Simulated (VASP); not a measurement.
# Ta3AlN4: relaxation of cell and atoms with PBE

Ta3AlN4:

```xyz
8
Lattice="4.7480 0.0000 0.0000 0.0000 4.7480 0.0000 0.0000 0.0000 4.7480" Properties=species:S:1:pos:R:3 pbc="T T T"
Ta    0.0000    0.0000    2.3740
Ta    2.3740    0.0000    0.0000
Ta    0.0000    2.3740    0.0000
Al    2.3740    2.3740    2.3740
N     2.3740    2.3740    0.0000
N     0.0000    2.3740    2.3740
N     2.3740    0.0000    2.3740
N     0.0000    0.0000    0.0000
```

```
Program                : VASP 6.6.1
Task                   : relaxation of cell and atoms
Functional             : PBE
Potentials or basis    : VASP PAW PBE potentials, release 64 (Ta_pv, Al, N)
Cutoff                 : 600 eV
k mesh                 : 4 × 4 × 4
Occupations            : gaussian, width 0.1 eV
Spin                   : no spin polarisation
Dipole correction      : no
Further INCAR settings : ALGO = Normal; EDIFF = 1e-06; IBRION = 2; EDIFFG = -0.04; NSW = 90; ISIF = 3
```

```
Relaxed volume                        : 10.53 Å³/atom
Relaxed cell                          : a = 4.383 Å, b = 4.383 Å, c = 4.383 Å, α = 90.00°, β = 90.00°, γ = 90.00°
Space group after relaxing (to 0.1 Å) : Pm-3m (No. 221)
Pressure after relaxing               : 0.0 GPa
Band gap on the k mesh                : zero (bands 28 and 29 overlap by 3.14 eV)
```

Final structure:
```xyz
8
Lattice="4.3831 0.0000 0.0000 0.0000 4.3831 0.0000 0.0000 0.0000 4.3831" Properties=species:S:1:pos:R:3 pbc="T T T"
Ta    0.0000    0.0000    2.1916
Ta    2.1916    0.0000    0.0000
Ta    0.0000    2.1916    0.0000
Al    2.1916    2.1916    2.1916
N     2.1916    2.1916    0.0000
N     0.0000    2.1916    2.1916
N     2.1916    0.0000    2.1916
N     0.0000    0.0000    0.0000
```

Levels at points of the mesh, in eV from the Fermi level:
| k point | band 24 | band 25 | band 26 | band 27 | band 28 | band 29 | band 30 | band 31 | band 32 | band 33 |
| --- | --- | --- | --- | --- | --- | --- | --- | --- | --- | --- |
| (0.00, 0.00, 0.00) | -4.44 | -4.44 | -3.83 | -3.83 | -3.83 | -1.17 | -0.89 | -0.89 | -0.89 | 0.41 |
| (0.50, 0.00, 0.00) | -4.58 | -4.58 | -4.35 | -2.07 | -0.21 | -0.21 | 0.22 | 0.22 | 0.76 | 1.66 |
| (0.50, 0.50, 0.00) | -6.00 | -4.49 | 0.17 | 0.35 | 0.41 | 0.41 | 0.54 | 0.91 | 1.47 | 1.51 |
| (0.50, 0.50, 0.50) | -5.08 | -5.08 | 1.39 | 1.68 | 1.68 | 1.68 | 1.75 | 1.75 | 1.91 | 1.91 |

It took 5.6 min on 1 thread of Intel Xeon 8259CL, with other jobs on the host, peak memory 0.27 GiB.

Caveat: the volume moved by over 15 % at a fixed basis, so the end points are rough; spin-orbit coupling is left out, which moves the levels of the heavy elements.
